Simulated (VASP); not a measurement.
CuF:

```
Cu F
1.0
     3.07783    0.00000    0.00000
    -1.53891    2.66548    0.00000
     0.00000    0.00000    4.92904
Cu F
2 2
Direct
  0.33333 0.66667 0.00000
  0.66667 0.33333 0.50000
  0.33333 0.66667 0.38210
  0.66667 0.33333 0.88210
```

* Program: VASP 6.6.1
* Task: relaxation of cell and atoms
* Functional: PBE
* Potentials or basis: VASP PAW PBE potentials, release 64 (Cu, F)
* Cutoff: 600 eV
* k mesh: 6 × 6 × 4
* Occupations: gaussian, width 0.1 eV
* Spin: no spin polarisation

At the start: pressure 55.2 GPa; volume 10.11 Å³/atom.

Question: Where does the relaxation end?

Answer: Over 4 steps the energy falls by 534.9 meV/atom and the volume is 14.41 Å³/atom (+42.6 %); space group P6_3mc (No. 186, to 0.05 Å).

Step by step:
| step | energy change (eV) | largest force (eV/Å) | pressure (GPa) | volume (Å³) |
| --- | --- | --- | --- | --- |
| 1 | 0.0000 | 0.0001 | 55.24 | 40.44 |
| 2 | -1.9735 | 0.0051 | -7.17 | 64.46 |
| 3 | -2.1366 | 0.0002 | 1.18 | 56.71 |
| 4 | -2.1396 | 0.0006 | -0.15 | 57.66 |

Final structure:
```yaml
crystal:
  lattice:
    - [3.46175, 0.00000, 0.00000]
    - [-1.73087, 2.99796, 0.00000]
    - [0.00000, 0.00000, 5.55551]
  atoms:
    - { symbol: Cu, position: [0.33333, 0.66667, 0.00000] }
    - { symbol: Cu, position: [0.66667, 0.33333, 0.50000] }
    - { symbol: F, position: [0.33333, 0.66667, 0.38210] }
    - { symbol: F, position: [0.66667, 0.33333, 0.88210] }
```

Caveat: the k points lie up to 0.35 Å⁻¹ apart in the final cell; the volume moved by over 15 % at a fixed basis, so the end points are rough.
